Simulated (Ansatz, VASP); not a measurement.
## One calculation of PbSe, two programs

```
CELL_PARAMETERS angstrom
7.56594 0.00000 0.00000
0.00000 7.56594 0.00000
0.00000 0.00000 7.56594
ATOMIC_POSITIONS crystal
Pb 0.00000 0.00000 0.00000
Pb 0.00000 0.00000 0.50000
Pb 0.00000 0.50000 0.00000
Pb 0.00000 0.50000 0.50000
Pb 0.50000 0.00000 0.00000
Pb 0.50000 0.00000 0.50000
Pb 0.50000 0.50000 0.00000
Pb 0.50000 0.50000 0.50000
Se 0.25000 0.25000 0.25000
Se 0.25000 0.25000 0.75000
Se 0.25000 0.75000 0.25000
Se 0.25000 0.75000 0.75000
Se 0.75000 0.25000 0.25000
Se 0.75000 0.25000 0.75000
Se 0.75000 0.75000 0.25000
Se 0.75000 0.75000 0.75000
```

Alike in both runs: task single point; functional PBE; k mesh 4 × 4 × 4; occupations gaussian, width 0.05 eV; no spin polarisation.

|  | VASP | Ansatz |
| --- | --- | --- |
| version | VASP 6.6.1 | Ansatz 0.2.0 |
| potentials or method | VASP PAW PBE potentials, release 64 (Pb_d, Se), cutoff 520 eV | scalar-relativistic, plane waves, PAW |
| valence electrons in the cell | 160 | 240 |

```tsv
	VASP	Ansatz	Ansatz less VASP
gap on the k mesh at the Fermi level (eV)	none	none	-
pressure (GPa)	-0.2	-0.2	0.00
```

A gap of «none» marks a metal or a gap that the smearing closes. VASP's potentials hold 160 valence electrons a cell and Ansatz's 240, so a difference there can come from the potentials and not from the codes.

Neither program's run includes spin-orbit coupling.
